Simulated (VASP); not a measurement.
A run of VASP 6.6.1:

Contents of POSCAR:

```
CaSe
1.0
    0.0000000000      2.9675306059      2.9675306059
    2.9675306059      0.0000000000      2.9675306059
    2.9675306059      2.9675306059      0.0000000000
Ca Se
1 1
Direct
    0.0000000000      0.0000000000      0.0000000000
    0.5000000000      0.5000000000      0.5000000000
```

File INCAR.step1:

```
SYSTEM = CaSe
ALGO = Normal
EDIFF = 1E-5
ENCUT = 520
GGA = PE
ISIF = 2
ISMEAR = 0
LASPH = .True.
LCHARG = .False.
LREAL = .False.
LWAVE = .True.
NBANDS = 15
NELM = 100
PREC = Accurate
SIGMA = 0.01
```

INCAR.step2

```
SYSTEM = CaSe
AEXX = 0.05
ALGO = Normal
EDIFF = 1E-6
ENCUT = 520
GGA = PE
HFSCREEN = 0.3
ISIF = 2
ISMEAR = 0
ISTART = 1
LASPH = .True.
LCHARG = .False.
LHFCALC = .True.
LREAL = .False.
LWAVE = .False.
NBANDS = 15
NELM = 100
PREC = Accurate
PRECFOCK = Normal
SIGMA = 0.01
```

File KPOINTS:

```
k-points
0
Gamma
  4 4 4
  0 0 0
```

Potentials or basis: VASP PAW PBE potentials, release 64 (Ca_sv, Se).

Launch:

```sh
$ cat potpaw_PBE.64/Ca_sv/POTCAR potpaw_PBE.64/Se/POTCAR > POTCAR
$ cp INCAR.step1 INCAR
$ mpirun -np 1 vasp_std > vasp.out
$ cp INCAR.step2 INCAR
$ mpirun -np 1 vasp_std > vasp.out
```

Hardware: 1 thread of Intel(R) Xeon(R) Platinum 8259CL CPU @ 2.50GHz (Skylake/Cascade Lake), with other jobs on the host.

Question: How long does it take, and how much memory?

Answer: Run time: 3.6 min on 1 thread of Intel(R) Xeon(R) Platinum 8259CL CPU @ 2.50GHz (Skylake/Cascade Lake), with other jobs on the host, peak memory 0.28 GiB. Counts: k points 8.
